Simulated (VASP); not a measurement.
# Mg (I4/mmm) in VASP: a series of runs, part 2 of 3

VASP 6.6.1.

## (5) Single point, r2SCAN

This run uses another cell than the first one, of 21.29 Å³/atom.

File POSCAR:

```
Mg
1.0
   -1.7985118965      1.7985118965      1.6451208489
    1.7985118965     -1.7985118965      1.6451208489
    1.7985118965      1.7985118965     -1.6451208489
Mg
1
Direct
    0.0000000000      0.0000000000      0.0000000000
```

File INCAR.step1:

```
SYSTEM = Mg
ALGO     = Normal         ! electronic algorithm
EDIFF    = 1E-5           ! SCF threshold, eV
ENCUT    = 920            ! plane-wave cutoff, eV
GGA      = PE             ! functional
GGA_COMPAT= .False.      
ISMEAR   = 0              ! smearing method
LASPH    = .True.         ! aspherical terms in the spheres
LCHARG   = .False.        ! write CHGCAR
LREAL    = .False.        ! projectors in reciprocal space
LWAVE    = .True.         ! write WAVECAR
NBANDS   = 11             ! bands
NELM     = 120            ! most SCF steps
PREC     = Accurate       ! precision mode
SIGMA    = 0.01           ! smearing width, eV
```

File INCAR.step2:

```
SYSTEM = Mg
ALGO     = Normal         ! electronic algorithm
EDIFF    = 1E-6           ! SCF threshold, eV
ENCUT    = 920            ! plane-wave cutoff, eV
GGA_COMPAT= .False.      
ISIF     = 2              ! what is computed and relaxed
ISMEAR   = 0              ! smearing method
ISTART   = 1            
LASPH    = .True.         ! aspherical terms in the spheres
LCHARG   = .True.         ! write CHGCAR
LELF     = .True.         ! ELF
LMIXTAU  = .True.       
LREAL    = .False.        ! projectors in reciprocal space
LVHAR    = .True.       
LWAVE    = .False.        ! write WAVECAR
METAGGA  = R2SCAN         ! meta-GGA
NBANDS   = 11             ! bands
NELM     = 120            ! most SCF steps
PREC     = Accurate       ! precision mode
SIGMA    = 0.01           ! smearing width, eV
```

File KPOINTS:

```
k-points
0
Gamma
  11 11 11
  0 0 0
```

Potentials or basis: VASP PAW PBE potentials, release 64 (Mg_sv).

Run with:

```sh
$ cat potpaw_PBE.64/Mg_sv/POTCAR > POTCAR
$ cp INCAR.step1 INCAR
$ mpirun -np 1 vasp_std > vasp.out
$ cp INCAR.step2 INCAR
$ mpirun -np 1 vasp_std > vasp.out
```

OUTCAR:

```text
SYSTEM = Mg
   EDIFF = 1E-6
   ENCUT = 920
   ISIF = 2
   ISMEAR = 0
   ISTART = 1
   LASPH = .True.
   LREAL = .False.
   METAGGA = R2SCAN
   NELM = 120
   PREC = Accurate

 ion  position               nearest neighbor table
   1  0.000  0.000  0.000-

  LATTYP: Found a body centered tetragonal cell.
 ALAT       =     3.5970237930
 C/A-ratio  =     0.9147122419

  Lattice vectors:

 A1 = (  -1.7985118965,   1.7985118965,   1.6451208489)
 A2 = (   1.7985118965,  -1.7985118965,   1.6451208489)
 A3 = (   1.7985118965,   1.7985118965,  -1.6451208489)

Analysis of symmetry for initial positions (statically):
=====================================================================
 Subroutine PRICEL returns:
 Original cell was already a primitive cell.

 Routine SETGRP: Setting up the symmetry group for a
 body centered tetragonal supercell.

 Subroutine GETGRP returns: Found 16 space group operations
 (whereof 16 operations were pure point group operations)
 out of a pool of 16 trial point group operations.

The static configuration has the point symmetry D_4h.

Analysis of symmetry for dynamics (positions and initial velocities):
=====================================================================
 Subroutine PRICEL returns:
 Original cell was already a primitive cell.

 Routine SETGRP: Setting up the symmetry group for a
 body centered tetragonal supercell.

 Subroutine GETGRP returns: Found 16 space group operations
 (whereof 16 operations were pure point group operations)
 out of a pool of 16 trial point group operations.

The dynamic configuration has the point symmetry D_4h.

 Subroutine INISYM returns: Found 16 space group operations
 (whereof 16 operations are pure point group operations),
 and found     1 'primitive' translations

----------------------------------------------------------------------------------------
[... 115 lines left out ...]
   LORBIT       =      0    0 simple, 1 ext, 2 COOP (PROOUT), +10 PAW based schemes
   METAGGA = R2SCAN    functional components
   LHFCALC =     F    Hartree Fock is set to
   AEXX    =    0.0000 exact exchange contribution
   IVDW    =     0    specifies the selected vdW correction
   LEPSILON=     F    determine dielectric tensor
   LRPA    =     F    only Hartree local field effects (RPA)
 non-spin polarized calculation
 Gauss-broadening in eV      SIGMA  =   0.01
  energy-cutoff  :      920.00
  volume of cell :       21.29
 maximum number of plane-waves:      1377
 NGX is ok and might be reduce to    30
   NGX = 15   NGY = 15   NGZ = 15

 number of electron      10.0000006 magnetization

 Free energy of the ion-electron system (eV)
  ---------------------------------------------------
  ext. energy  EPLUGINS =         0.00000000
  ---------------------------------------------------
  free energy    TOTEN  =        -4.13640937 eV

  energy without entropy =       -4.13637867  energy(sigma->0) =       -4.13639402

 E-fermi :   2.8990     XC(G=0):  -9.6748

 val. band max:        2.8813566926   @ k =  -0.1818  -0.4545   0.0909
 cond. band min:       2.9035229699   @ k =   0.3636   0.3636   0.0000
 fundamental gap:      0.0221662773
 Fermi energy:         2.8990272424

 k-point     1 :       0.0000    0.0000    0.0000
  band No.  band energies     occupation
      1     -76.1201      2.00000
      2     -41.2066      2.00000
      3     -41.2066      2.00000
      4     -41.1952      2.00000
      5      -4.9056      2.00000
      6      15.9973      0.00000
      7      18.0827      0.00000
      8      18.0827      0.00000
      9      18.4028      0.00000
     10      19.0854      0.00000
     11      19.0854      0.00000
[... 309 lines left out ...]
 k-point    24 :      -0.1818    0.1818    0.0000
  band No.  band energies     occupation
      1     -76.1187      2.00000
      2     -41.2202      2.00000
      3     -41.2060      2.00000
      4     -41.1992      2.00000
      5      -4.0865      2.00000
      6      10.6874      0.00000
      7      15.8871      0.00000
      8      16.5227      0.00000
      9      17.3797      0.00000
     10      17.8206      0.00000
     11      19.7030      0.00000

 [... further k-points ...]

------------------------ aborting loop because EDIFF is reached ----------------------------------------

  FORCE on cell =-STRESS in cart. coord.  units (eV):
  Direction    XX          YY          ZZ          XY          YZ          ZX
  --------------------------------------------------------------------------------------
  -------------------------------------------------------------------------------------
  Total        0.2423484      0.2423484      0.6050610      0.0000000      0.0000000      0.0000000
  in kB       18.2417454     18.2417454     45.5433890      0.0000000      0.0000000      0.0000000
  external PRESSURE =      27.3422933 kB  Pullay stress =       0.0000000 kB

 VOLUME and BASIS-vectors are now :
 -----------------------------------------------------------------------------
  energy-cutoff  :      920.00
  volume of cell :       21.29
      direct lattice vectors                 reciprocal lattice vectors
    -1.798511896  1.798511896  1.645120849     0.000000000  0.278007613  0.303929040
     1.798511896 -1.798511896  1.645120849     0.278007613  0.000000000  0.303929040
     1.798511896  1.798511896 -1.645120849     0.278007613  0.278007613  0.000000000

 POSITION                                       TOTAL-FORCE (eV/Angst)
 -----------------------------------------------------------------------------------
      0.00000      0.00000      0.00000         0.000000     -0.000000      0.000000
 -----------------------------------------------------------------------------------
    total drift:                               -0.000000     -0.000000      0.000000

  FREE ENERGIE OF THE ION-ELECTRON SYSTEM (eV)
  ---------------------------------------------------
  free  energy   TOTEN  =        -4.1364093674 eV

  energy  without entropy=       -4.1363786744  energy(sigma->0) =       -4.13639402
```

OSZICAR.step1:

```text
N       E                     dE             d eps       ncg     rms          rms(c)
DAV:   1     0.839903043377E+02    0.83990E+02   -0.89687E+03  2772   0.148E+03
DAV:   2     0.860654817616E+00   -0.83130E+02   -0.82519E+02  2970   0.330E+02
DAV:   3    -0.144012302219E+01   -0.23008E+01   -0.22849E+01  3936   0.526E+01
DAV:   4    -0.148760498985E+01   -0.47482E-01   -0.47421E-01  3141   0.625E+00
DAV:   5    -0.148839546503E+01   -0.79048E-03   -0.79046E-03  3419   0.723E-01    0.267E+00
DAV:   6    -0.147823956501E+01    0.10156E-01   -0.35290E-03  4104   0.935E-01    0.153E+00
DAV:   7    -0.146966480128E+01    0.85748E-02   -0.65259E-03  4199   0.122E+00    0.856E-02
DAV:   8    -0.146953136497E+01    0.13344E-03   -0.20961E-04  4161   0.212E-01    0.192E-02
DAV:   9    -0.146953169628E+01   -0.33130E-06   -0.42167E-06  2171   0.260E-02
   1 F= -.14695317E+01 E0= -.14695182E+01  d E =-.270126E-04
```

Run time: 4.4 min. Hardware: 1 thread of AMD EPYC 7R43 (Zen 3), shared host; peak memory 0.18 GiB.

Results:

```
Free energy            : -4.1364 eV
Pressure               : 2.7 GPa
Band gap on the k mesh : zero (bands 5 and 6 overlap by 4.47 eV)
```

Levels at points of the mesh, in eV from the Fermi level:
```
           k point  band 2  band 3  band 4  band 5  band 6  band 7  band 8  band 9  band 10
(0.00, 0.00, 0.00)  -44.11  -44.11  -44.09   -7.80   13.10   15.18   15.18   15.50    16.19
```

Caveat: the PAW data sets were made with another functional, which shifts forces and pressure a little.

(Continued in part 3 of 3.)

The gap in the log of VASP goes by the Fermi energy; the results here count the filled bands.